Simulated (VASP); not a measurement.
A run of VASP 6.6.1 is set up as follows.

INCAR

```
SYSTEM = BeTe
  PREC = Accurate
  ENCUT = 600
  EDIFF = 1E-6
  ISMEAR = 0
  SIGMA = 0.01
  LREAL = .FALSE.
  LASPH = .TRUE.
  NELM = 100
  ALGO = Normal
  ISIF = 3
  LWAVE = .FALSE.
  LCHARG = .FALSE.
  GGA = CA
  IBRION = 2
  NSW = 100
  EDIFFG = -0.002
  PSTRESS = 100.0
```

File KPOINTS:

```
regular mesh
0
G
  8 8 8
  0 0 0
```

Contents of POSCAR:

```
BeTe
1.0
    0.0000000000      2.7772235934      2.7772235934
    2.7772235934      0.0000000000      2.7772235934
    2.7772235934      2.7772235934      0.0000000000
Be Te
1 1
Direct
    0.0000000000      0.0000000000      0.0000000000
    0.7500000000      0.7500000000      0.7500000000
```

Potentials or basis: VASP PAW LDA potentials, release 64 (Be, Te).

Command:

```console
$ cat potpaw_LDA.64/Be/POTCAR potpaw_LDA.64/Te/POTCAR > POTCAR
$ mpirun -np 1 vasp_std > vasp.out
```

Problem. What does it give for the relaxed cell?

Solution. a = 3.776 Å, b = 3.776 Å, c = 3.776 Å, α = 60.00°, β = 60.00°, γ = 60.00°.

Problem. Predict the relaxed volume.

Solution. 19.03 Å³/atom.

Problem. Estimate the band gap on the k mesh.

Solution. 1.45 eV, indirect (least direct gap 3.42 eV).

Problem. Predict the space group after relaxing (to 0.05 Å).

Solution. F-43m (No. 216).

Step by step:
```
step  energy change (eV)  largest force (eV/Å)  pressure (GPa)  volume (Å³)
   1              0.0000                0.0000            0.28        42.84
   2              0.3850                0.0000           18.78        35.28
   3              0.1384                0.0000            9.93        38.08
   4              0.1441                0.0000           10.16        37.99
   5              0.1380                0.0000            9.93        38.08
   6              0.1398                0.0000            9.99        38.05
```

Caveat: the cell is relaxed towards a set pressure, so the enthalpy falls and the energy may rise; spin-orbit coupling is left out, which moves the levels of the heavy elements. Zero-point motion and thermal expansion aren't in these numbers.
